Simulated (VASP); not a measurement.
CuO: single point with PBEsol+U

The system is CuO.

```xyz
4
Lattice="2.1449 -1.9060 0.1592 2.1449 1.9060 0.1592 -0.4327 0.0000 5.1367" Properties=species:S:1:pos:R:3 pbc="T T T"
Cu    1.0725    0.9530    0.0796
Cu    0.8561   -0.9530    2.6479
O     2.0368   -0.0137    1.4434
O     1.8204    0.0137    4.0117
```

```json
{"Program": "VASP 6.6.1", "Task": "single point", "Functional": "PBEsol", "Potentials or basis": "VASP PAW PBE potentials, release 64 (Cu, O)", "Cutoff": "600 eV", "k mesh": "8 × 8 × 6", "Occupations": "gaussian, width 0.05 eV", "Spin": "collinear spin, ferromagnetic start", "Starting moments": "[0.62, 0.62, 0.35, 0.35] μB", "Hubbard terms": "Cu d U = 4.0 eV", "Dipole correction": "no", "Further INCAR settings": "ALGO = Normal; EDIFF = 1e-06; NBANDS = 29"}
```

| Quantity | Value |
| --- | --- |
| Pressure | -1.5 GPa |
| Net moment | 1.94 μB per cell |
| Site moments | Cu +0.62; O +0.31 μB |
| Valence electrons inside the program's atomic spheres | Cu 9.98; O 4.98 |

Forces on the atoms (eV/Å):
```
Cu   0.000  0.000  0.000
Cu   0.000  0.000  0.000
O    0.000  0.002  0.000
O    0.000 -0.002  0.000
```

Stress tensor (GPa, compression positive):
```
-1.45  0.00  0.16
 0.00 -0.75  0.00
 0.16  0.00 -2.23
```

Levels at points of the mesh, in eV from the Fermi level:
Spin up:
```
           k point  band 16  band 17  band 18  band 19  band 20  band 21
(0.00, 0.00, 0.00)    -2.44    -0.29    -0.03     1.48     6.50     7.48
(0.50, 0.00, 0.00)    -2.02    -0.63    -0.37     3.82     6.32     6.82
(0.50, 0.50, 0.00)    -2.39    -2.11     0.33     2.52     7.63     8.98
(0.00, 0.00, 0.50)    -2.11    -0.80    -0.80     3.65     3.65    11.89
(0.50, 0.00, 0.50)    -2.60    -1.26    -0.17     4.64     6.19     8.43
(0.50, 0.50, 0.50)    -2.50    -1.82    -1.82     4.31     4.31    10.24
```
Spin down:
```csv
k point,band 12,band 13,band 14,band 15,band 16,band 17,band 18,band 19,band 20,band 21
"(0.00, 0.00, 0.00)",-3.06,-2.91,-2.62,-2.56,-1.83,1.63,1.75,1.98,6.61,7.83
"(0.50, 0.00, 0.00)",-3.48,-3.48,-2.46,-2.30,-1.45,1.51,1.70,3.84,6.64,7.01
"(0.50, 0.50, 0.00)",-3.62,-3.47,-3.45,-1.84,-1.56,-0.22,2.48,2.48,7.57,9.14
"(0.00, 0.00, 0.50)",-3.52,-3.05,-3.05,-1.55,-1.55,1.34,1.34,3.96,3.96,12.07
"(0.50, 0.00, 0.50)",-3.54,-3.24,-2.74,-2.33,-2.04,0.93,1.76,4.79,6.49,8.61
"(0.50, 0.50, 0.50)",-3.62,-2.39,-2.39,-1.96,-1.96,0.83,0.83,4.30,4.30,10.50
```

Eigenvalues of the final occupation matrices:
| site | spin | trace | eigenvalues |
| --- | --- | --- | --- |
| site 1 d | 1 | 4.90 | 0.95 0.97 0.97 0.98 1.03 |
| site 1 d | 2 | 4.28 | 0.44 0.94 0.96 0.96 0.97 |
| site 2 d | 1 | 4.90 | 0.95 0.97 0.97 0.98 1.03 |
| site 2 d | 2 | 4.28 | 0.44 0.94 0.96 0.96 0.97 |

Wall time 3.6 min on 1 thread of Intel Xeon 6975P-C, with other jobs on the host, peak memory 0.36 GiB.

Caveat: the PAW data sets were made with another functional, which shifts forces and pressure a little. The state reached can hang on the start; a lower one may exist.
